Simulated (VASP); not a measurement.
# AlN (Fm-3m) in VASP: further runs

Runs on AlN. Level: LDA. Tasks: electric field gradients.

Program: VASP 6.6.1. These are calculated values, not measurements. Logs are shortened: lines on timing, memory, paths and dates and some standing lists are left out, and cuts for length are marked.

## 1. The cell of the first run

The structure is cubic, space group Fm-3m (No. 225). The conventional cell has a = 4.034 Å, b = 4.034 Å, c = 4.034 Å, α = 90.00°, β = 90.00°, γ = 90.00°. Within 2.7 Å of Al (site symmetry m-3m) lie 6 N at 2.02 Å. N (site symmetry m-3m) has 6 Al at 2.02 Å within 2.7 Å.

## 2. Electric field gradients, LDA (volume scaled by 1.06)

The input, INCAR:

```
SYSTEM = AlN
PREC = Accurate ; ENCUT = 520
EDIFF = 1E-8 ; ISMEAR = -1
SIGMA = 0.02 ; LREAL = .False.
LASPH = .True. ; NELM = 80
ALGO = Normal ; ISIF = 2
LWAVE = .False. ; LCHARG = .False.
GGA = CA ; LEFG = .True.
NBANDS = 11
```

The input, KPOINTS:

```
Automatic mesh
0
Gamma
  10 10 10
  0 0 0
```

The input, POSCAR:

```
AlN
1.0
    0.0000000000      2.0167941628      2.0167941628
    2.0167941628      0.0000000000      2.0167941628
    2.0167941628      2.0167941628      0.0000000000
Al N
1 1
Direct
    0.0000000000      0.0000000000      0.0000000000
    0.5000000000      0.5000000000      0.5000000000
```

Potentials or basis: VASP PAW LDA potentials, release 64 (Al, N).

On the command line:

```console
$ cat potpaw_LDA.64/Al/POTCAR potpaw_LDA.64/N/POTCAR > POTCAR
$ mpirun -np 1 vasp_std > vasp.out
```

OUTCAR:

```text
SYSTEM = AlN
   PREC = Accurate
   ENCUT = 520
   EDIFF = 1E-8
   ISMEAR = -1
   LREAL = .False.
   LASPH = .True.
   NELM = 80
   ISIF = 2
   GGA = CA

 ion  position               nearest neighbor table
   1  0.000  0.000  0.000-   2 2.02   2 2.02   2 2.02   2 2.02   2 2.02   2 2.02
   2  0.500  0.500  0.500-   1 2.02   1 2.02   1 2.02   1 2.02   1 2.02   1 2.02

  LATTYP: Found a face centered cubic cell.
 ALAT       =     4.0335883256

  Lattice vectors:

 A1 = (   0.0000000000,   2.0167941628,   2.0167941628)
 A2 = (   2.0167941628,   0.0000000000,   2.0167941628)
 A3 = (   2.0167941628,   2.0167941628,   0.0000000000)

Analysis of symmetry for initial positions (statically):
=====================================================================
 Subroutine PRICEL returns:
 Original cell was already a primitive cell.

 Routine SETGRP: Setting up the symmetry group for a
 face centered cubic supercell.

 Subroutine GETGRP returns: Found 48 space group operations
 (whereof 48 operations were pure point group operations)
 out of a pool of 48 trial point group operations.

The static configuration has the point symmetry O_h .

Analysis of symmetry for dynamics (positions and initial velocities):
=====================================================================
 Subroutine PRICEL returns:
 Original cell was already a primitive cell.

 Routine SETGRP: Setting up the symmetry group for a
 face centered cubic supercell.

 Subroutine GETGRP returns: Found 48 space group operations
 (whereof 48 operations were pure point group operations)
 out of a pool of 48 trial point group operations.

The dynamic configuration has the point symmetry O_h .

 Subroutine INISYM returns: Found 48 space group operations
 (whereof 48 operations are pure point group operations),
 and found     1 'primitive' translations

----------------------------------------------------------------------------------------

                                     Primitive cell

  volume of cell :      16.4065

  direct lattice vectors                    reciprocal lattice vectors
     0.000000000  2.016794163  2.016794163    -0.247918211  0.247918211  0.247918211
     2.016794163  0.000000000  2.016794163     0.247918211 -0.247918211  0.247918211
     2.016794163  2.016794163  0.000000000     0.247918211  0.247918211 -0.247918211

  length of vectors
     2.852177658  2.852177658  2.852177658     0.429406937  0.429406937  0.429406937

  position of ions in fractional coordinates (direct lattice)
     0.000000000  0.000000000  0.000000000
     0.500000000  0.500000000  0.500000000

  ion indices of the primitive-cell ions
   primitive index   ion index
                 1           1
                 2           2

----------------------------------------------------------------------------------------

 KPOINTS: Automatic mesh

Automatic generation of k-mesh.
 Grid dimensions read from file:
 generate k-points for:   10   10   10

 Generating k-lattice:

  Cartesian coordinates                     Fractional coordinates (reciprocal lattice)
    -0.024791821  0.024791821  0.024791821     0.100000000  0.000000000  0.000000000
     0.024791821 -0.024791821  0.024791821     0.000000000  0.100000000  0.000000000
     0.024791821  0.024791821 -0.024791821     0.000000000  0.000000000  0.100000000

  Length of vectors
     0.042940694  0.042940694  0.042940694

  Shift w.r.t. Gamma in fractional coordinates (k-lattice)
     0.000000000  0.000000000  0.000000000

 Subroutine IBZKPT returns following result:
 ===========================================

 Found     47 irreducible k-points:

 Following reciprocal coordinates:
            Coordinates               Weight
  0.000000  0.000000  0.000000      1.000000
  0.100000  0.000000  0.000000      8.000000
  0.200000  0.000000  0.000000      8.000000
  0.300000  0.000000  0.000000      8.000000
  0.400000  0.000000  0.000000      8.000000
  0.500000  0.000000  0.000000      4.000000
[... 16 lines left out ...]
  0.300000  0.300000  0.000000      6.000000
  0.400000  0.300000  0.000000     24.000000
 [... further k-points ...]
   k-points           NKPTS =     47   k-points in BZ     NKDIM =     47   number of bands    NBANDS=     11
   number of dos      NEDOS =    301   number of ions     NIONS =      2
   total plane-waves  NPLWV =  13824
   dimension x,y,z NGX =    24 NGY =   24 NGZ =   24
   dimension x,y,z NGXF=    48 NGYF=   48 NGZF=   48
   ions per type =               1   1
   NGX,Y,Z   is equivalent  to a cutoff of  13.99, 13.99, 13.99 a.u.
   NGXF,Y,Z  is equivalent  to a cutoff of  27.98, 27.98, 27.98 a.u.
 SYSTEM =  AlN
   PREC   = accura    normal or accurate (medium, high low for compatibility)
   ISTART =      0    job   : 0-new  1-cont  2-samecut
   ICHARG =      2    charge: 1-file 2-atom 10-const
   ISPIN  =      1    spin polarized calculation?
   LNONCOLLINEAR =      F non collinear calculations
   LSORBIT =      F    spin-orbit coupling
   LASPH  =      T    aspherical Exc in radial PAW
   ENCUT  =  520.0 eV  38.22 Ry    6.18 a.u.   5.30  5.30  5.30*2*pi/ulx,y,z
   NELM   =     80;   NELMIN=  2; NELMDL= -5     # of ELM steps
   EDIFF  = 0.1E-07   stopping-criterion for ELM
   LREAL  =      F    real-space projection
   EDIFFG = 0.1E-06   stopping-criterion for IOM
   NSW    =      0    number of steps for IOM
   IBRION =     -1    ionic relax: 0-MD 1-quasi-New 2-CG
   NFREE  =      0    steps in history (QN), initial steepest desc. (CG)
   ISIF   =      2    stress and relaxation
   ISYM   =      2    0-nonsym 1-usesym 2-fastsym
   POTIM  = 0.5000    time-step for ionic-motion
   TEBEG  =    0.0;   TEEND  =   0.0 temperature during run
   PSTRESS=    0.0 pullay stress
   NELECT =       8.0000    total number of electrons
   NUPDOWN=      -1.0000    fix difference up-down
   EMIN   =  10.00;   EMAX   =-10.00  energy-range for DOS
   EFERMI =   0.00;   METHOD = LEGACY
   ISMEAR =    -1;   SIGMA  =   0.02  broadening in eV -4-tet -1-fermi 0-gaus
   EFERMI_NEDOS =   21; number of points for ismear=-14 and -15
   IALGO  =     38    algorithm
   IMIX   =      4    mixing-type and parameters
     AMIX     =   0.40;   BMIX     =  1.00
     AMIX_MAG =   1.60;   BMIX_MAG =  1.00
  volume/ion in A,a.u.               =       8.20        55.36
  Fermi-wavevector in a.u.,A,eV,Ry     =   1.288546  2.434999 22.590443  1.660351
  Thomas-Fermi vector in A             =   2.420493
   LORBIT       =      0    0 simple, 1 ext, 2 COOP (PROOUT), +10 PAW based schemes
   GGA     = CA    functional components
   LHFCALC =     F    Hartree Fock is set to
   AEXX    =    0.0000 exact exchange contribution
   IVDW    =     0    specifies the selected vdW correction
   LEPSILON=     F    determine dielectric tensor
   LRPA    =     F    only Hartree local field effects (RPA)
 non-spin polarized calculation
  energy-cutoff  :      520.00
  volume of cell :       16.41
 maximum number of plane-waves:       459
 NGX is ok and might be reduce to    24
   NGX = 11   NGY = 11   NGZ = 11

 number of electron       8.0000000 magnetization

 Free energy of the ion-electron system (eV)
  ---------------------------------------------------
  ext. energy  EPLUGINS =         0.00000000
  ---------------------------------------------------
  free energy    TOTEN  =       -16.22794866 eV

  energy without entropy =      -16.22794866  energy(sigma->0) =      -16.22794866

 E-fermi :  10.2172     XC(G=0): -12.6075

 val. band max:        9.8046558467   @ k =   0.0000   0.0000   0.0000
 cond. band min:      14.3345880633   @ k =   0.5000   0.5000   0.0000
 fundamental gap:      4.5299322165
 Fermi energy:        10.2172352761

 k-point     1 :       0.0000    0.0000    0.0000
  band No.  band energies     occupation
      1      -7.6691      2.00000
      2       9.8047      2.00000
      3       9.8047      2.00000
      4       9.8047      2.00000
      5      15.6808      0.00000
      6      21.8499      0.00000
      7      21.8499      0.00000
      8      21.8499      0.00000
      9      27.0932      0.00000
     10      27.4896      0.00000
     11      27.4896      0.00000

 k-point     2 :       0.1000    0.0000    0.0000
  band No.  band energies     occupation
      1      -7.4602      2.00000
      2       8.7994      2.00000
      3       9.6801      2.00000
      4       9.6801      2.00000
      5      16.2764      0.00000
      6      20.9657      0.00000
      7      22.1506      0.00000
      8      22.1506      0.00000
      9      25.8712      0.00000
     10      25.8712      0.00000
     11      27.9181      0.00000

 k-point     3 :       0.2000    0.0000    0.0000
  band No.  band energies     occupation
      1      -6.8519      2.00000
      2       6.6548      2.00000
      3       9.3783      2.00000
      4       9.3783      2.00000
      5      16.8506      0.00000
      6      20.5127      0.00000
      7      22.3229      0.00000
      8      22.3229      0.00000
      9      25.2909      0.00000
     10      25.2909      0.00000
     11      27.2312      0.00000

 k-point     4 :       0.3000    0.0000    0.0000
  band No.  band energies     occupation
      1      -5.9140      2.00000
      2       4.3002      2.00000
      3       9.0445      2.00000
      4       9.0445      2.00000
      5      16.5289      0.00000
      6      21.4886      0.00000
      7      21.5779      0.00000
      8      21.5779      0.00000
      9      26.4117      0.00000
     10      26.7903      0.00000
     11      26.7903      0.00000
[... 239 lines left out ...]
 k-point    22 :      -0.2000    0.2000    0.0000
  band No.  band energies     occupation
      1      -5.6108      2.00000
      2       4.8608      2.00000
      3       6.8200      2.00000
      4       9.1092      2.00000
      5      18.5139      0.00000
      6      19.7452      0.00000
      7      20.5456      0.00000
      8      22.1993      0.00000
      9      24.7270      0.00000
     10      28.7926      0.00000
     11      30.1275      0.00000

 k-point    23 :       0.3000    0.3000    0.0000
  band No.  band energies     occupation
      1      -5.3624      2.00000
      2       5.0094      2.00000
      3       7.7542      2.00000
      4       7.7542      2.00000
      5      16.3931      0.00000
      6      16.6225      0.00000
      7      21.5388      0.00000
      8      25.3247      0.00000
      9      25.3247      0.00000
     10      30.2410      0.00000
     11      33.6912      0.00000

 k-point    24 :       0.4000    0.3000    0.0000
  band No.  band energies     occupation
      1      -4.5776      2.00000
      2       3.9478      2.00000
      3       6.9683      2.00000
      4       7.4943      2.00000
      5      15.8687      0.00000
      6      16.6302      0.00000
      7      21.9870      0.00000
      8      25.2811      0.00000
      9      26.0425      0.00000
     10      31.5191      0.00000
     11      34.3777      0.00000

 [... further k-points ...]
[... 5 lines left out ...]
  --------------------------------------------------------------------------------------
  -------------------------------------------------------------------------------------
  Total       -0.4013772     -0.4013772     -0.4013772     -0.0000000     -0.0000000      0.0000000
  in kB      -39.1966130    -39.1966130    -39.1966130     -0.0000000     -0.0000000      0.0000000
  external PRESSURE =     -39.1966130 kB  Pullay stress =       0.0000000 kB

 VOLUME and BASIS-vectors are now :
 -----------------------------------------------------------------------------
  energy-cutoff  :      520.00
  volume of cell :       16.41
      direct lattice vectors                 reciprocal lattice vectors
     0.000000000  2.016794163  2.016794163    -0.247918211  0.247918211  0.247918211
     2.016794163  0.000000000  2.016794163     0.247918211 -0.247918211  0.247918211
     2.016794163  2.016794163  0.000000000     0.247918211  0.247918211 -0.247918211

 POSITION                                       TOTAL-FORCE (eV/Angst)
 -----------------------------------------------------------------------------------
      0.00000      0.00000      0.00000         0.000000      0.000000     -0.000000
      2.01679      2.01679      2.01679         0.000000     -0.000000      0.000000
 -----------------------------------------------------------------------------------
    total drift:                               -0.000000     -0.000000      0.000000

  FREE ENERGIE OF THE ION-ELECTRON SYSTEM (eV)
  ---------------------------------------------------
  free  energy   TOTEN  =       -16.2279486612 eV

  energy  without entropy=      -16.2279486612  energy(sigma->0) =      -16.22794866

 Electric field gradients (V/A^2)
---------------------------------------------------------------------
 ion       V_xx      V_yy      V_zz      V_xy      V_xz      V_yz
---------------------------------------------------------------------
   1       0.000    -0.000    -0.000     0.000     0.000     0.000
   2      -0.000    -0.000     0.000     0.000     0.000     0.000
---------------------------------------------------------------------

 Electric field gradients after diagonalization (V/A^2)
 (convention: |V_zz| > |V_xx| > |V_yy|)
----------------------------------------------------------------------
 ion       V_xx      V_yy      V_zz     asymmetry (V_yy - V_xx)/ V_zz
----------------------------------------------------------------------
   1      -0.000    -0.000     0.000       0.000
   2      -0.000    -0.000     0.001       0.000
----------------------------------------------------------------------

           NMR quadrupolar parameters

 Cq : quadrupolar parameter    Cq=e*Q*V_zz/h
 eta: asymmetry parameters     (V_yy - V_xx)/ V_zz
 Q  : nuclear electric quadrupole moment in mb (millibarn)
----------------------------------------------------------------------
 ion       Cq(MHz)       eta       Q (mb)
----------------------------------------------------------------------
   1       0.000       0.000       1.000
   2       0.000       0.000       1.000
----------------------------------------------------------------------
```

It took 3 s on 1 thread of Intel Xeon 6975P-C (Granite Rapids), shared host; peak memory 0.12 GiB.

What came out:

```
Free energy            : -16.2279 eV
Pressure               : -3.9 GPa
Band gap on the k mesh : 4.53 eV, indirect (least direct gap 5.88 eV)
```

Caveat: without QUAD_EFG the Cq values of the log hold for a quadrupole moment of 1 mb, not for the nuclei. A k mesh can miss the band edges.

[end of part 1 of 2]
